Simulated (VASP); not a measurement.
A run of VASP 6.6.1 is set up as follows.

File INCAR:

```
PREC = Accurate
ENCUT = 520
EDIFF = 1E-7
ISMEAR = -1
SIGMA = 0.025
LREAL = False
LASPH = True
NELM = 150
ALGO = Normal
ISIF = 2
LWAVE = False
LCHARG = False
ISPIN = 2
MAGMOM = 1 0
LORBIT = 11
NUPDOWN = 1.0
GGA = PS
IVDW = 12
NBANDS = 21
```

KPOINTS

```
regular mesh
0
Gamma
  6 6 6
```

File POSCAR:

```
SnSe
1.0
    0.0000000000      3.0100000000      3.0100000000
    3.0100000000      0.0000000000      3.0100000000
    3.0100000000      3.0100000000      0.0000000000
Sn Se
1 1
Direct
    0.0204556358     -0.0100794170     -0.0125687398
    0.5191683642      0.4914914170      0.4865147398
```

Potentials or basis: VASP PAW PBE potentials, release 64 (Sn_d, Se).

Launch:

```bash
$ cat potpaw_PBE.64/Sn_d/POTCAR potpaw_PBE.64/Se/POTCAR > POTCAR
$ mpirun -np 1 vasp_std > vasp.out
```

(1) Predict the largest force.

(2) Predict the pressure.

Results:

(1) 0.006 eV/Å.

(2) -3.7 GPa.

Caveat: the cell differs from its parent crystal (atoms moved at random); the PAW data sets were made with another functional, which shifts forces and pressure a little; the total moment is fixed, so each spin has its own Fermi level.
